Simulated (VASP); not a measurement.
## Ba2Tl5V3O12: single point with PBE

Crystal: Ba2Tl5V3O12.

```xyz
22
Lattice="8.1542 0.0000 0.0000 -4.0771 7.0618 0.0000 0.0000 0.0000 6.9213" Properties=species:S:1:pos:R:3 pbc="T T T"
Ba    0.0000    0.0000    1.6301
Ba    0.0000    0.0000    5.2912
V     4.0771    0.0000    0.0000
V    -2.0386    3.5309    0.0000
V     2.0386    3.5309    0.0000
Tl    4.0771    0.0000    3.4606
Tl   -2.0386    3.5309    3.4606
Tl    2.0386    3.5309    3.4606
Tl    0.0000    4.7078    1.5565
Tl    4.0771    2.3539    5.3647
O     1.3636    2.4246    5.6370
O     1.2956    7.0304    5.6370
O    -2.6592    4.6685    5.6370
O     1.4179    2.3932    1.2843
O     5.4407    4.6372    1.2843
O     5.3727    0.0313    1.2843
O     2.7135    4.6372    1.2843
O     2.7815    0.0313    1.2843
O     6.7363    2.3932    1.2843
O     2.6592    4.6685    5.6370
O    -1.3636    2.4246    5.6370
O    -1.2956    7.0304    5.6370
```

```json
{
  "Program": "VASP 6.6.1",
  "Task": "single point",
  "Functional": "PBE",
  "Potentials or basis": "VASP PAW PBE potentials, release 64 (Ba_sv, V_sv, Tl_d, O)",
  "Cutoff": "600 eV",
  "k mesh": "6 × 6 × 6",
  "Occupations": "gaussian, width 0.1 eV",
  "Spin": "no spin polarisation"
}
```

```yaml
Pressure: 0.5 GPa
Largest_force: 0.114 eV/Å
Band_gap_on_the_k_mesh: zero (band 98 reaches 4.11 eV, above the bottom of band 99 at 3.14 eV)
```

Forces in eV/Å, atoms in the order of the input:
```
Ba   0.000  0.000  0.114
Ba   0.000  0.000 -0.114
V    0.000  0.000  0.000
V    0.000  0.000  0.000
V    0.000  0.000  0.000
Tl   0.000  0.000  0.000
Tl   0.000  0.000  0.000
Tl   0.000  0.000  0.000
Tl   0.000  0.000  0.003
Tl   0.000  0.000 -0.003
O   -0.010 -0.010 -0.055
O    0.014 -0.004 -0.055
O   -0.004  0.014 -0.055
O   -0.004 -0.014  0.055
O   -0.010  0.010  0.055
O    0.014  0.004  0.055
O    0.010  0.010  0.055
O   -0.014  0.004  0.055
O    0.004 -0.014  0.055
O    0.004  0.014 -0.055
O    0.010 -0.010 -0.055
O   -0.014 -0.004 -0.055
```

Levels at points of the mesh, in eV from the Fermi level:
| k point | band 94 | band 95 | band 96 | band 97 | band 98 | band 99 | band 100 | band 101 |
| --- | --- | --- | --- | --- | --- | --- | --- | --- |
| (0.00, 0.00, 0.00) | -0.89 | -0.69 | -0.69 | -0.55 | -0.33 | 0.04 | 0.60 | 0.60 |
| (0.50, 0.00, 0.00) | -1.01 | -0.93 | -0.76 | -0.52 | -0.50 | -0.38 | 0.39 | 0.58 |
| (0.00, 0.00, 0.50) | -0.85 | -0.77 | -0.53 | 0.11 | 0.55 | 0.55 | 0.58 | 0.58 |
| (0.50, 0.00, 0.50) | -0.95 | -0.90 | -0.67 | -0.30 | 0.53 | 0.55 | 0.59 | 0.89 |

Run time: 13 min on 4 MPI ranks on AMD EPYC 9R45 96-Core Processor (Zen 5), on a shared host, peak memory 1.6 GiB a rank.

Caveat: spin-orbit coupling is left out, which moves the levels of the heavy elements; the run has no spin polarisation, though such a crystal can be magnetic; semilocal functionals often make such compounds metallic where correlation or magnetic order opens a gap, which also shifts bond lengths. With open d or f shells a metallic result of PBE can be an artefact of self-interaction; +U or a hybrid may open a gap.
